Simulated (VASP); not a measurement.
A run of VASP 6.6.1:

Contents of INCAR:

```
  PREC = Accurate
  ENCUT = 690
  EDIFF = 1E-6
  ISMEAR = 0
  SIGMA = 0.024
  LREAL = F
  LASPH = T
  NELM = 200
  ALGO = Normal
  ISIF = 2
  LWAVE = F
  LCHARG = T
  ISPIN = 2
  MAGMOM = 1 1
  LORBIT = 11
  LMAXMIX = 4
  GGA = PE
  LELF = T
  LVHAR = T
  NBANDS = 29
  GGA_COMPAT = F
```

The input KPOINTS:

```
regular mesh
0
Gamma
  12 12 7
```

POSCAR

```
Ni
1.0
    2.4480228978      0.0000000000      0.0000000000
   -1.2240114489      2.1200500186      0.0000000000
    0.0000000000      0.0000000000      4.0728075700
Ni
2
Direct
    0.6666666667      0.3333333333      0.7500000000
    0.3333333333      0.6666666667      0.2500000000
```

Potentials or basis: VASP PAW PBE potentials, release 64 (Ni_sv_GW).

Command:

```sh
$ cat potpaw_PBE.64/Ni_sv_GW/POTCAR > POTCAR
$ mpirun -np 1 vasp_std > vasp.out
```

Hardware: 1 thread of AMD EPYC 7R43 64-Core Processor (Zen 3) (shared host).

Question: Estimate the wall time of this run.

Answer: It took 5.4 min on 1 thread of AMD EPYC 7R43 64-Core Processor (Zen 3) (shared host), peak memory 0.2 GiB. Counts: scf iterations 14, k points 76.
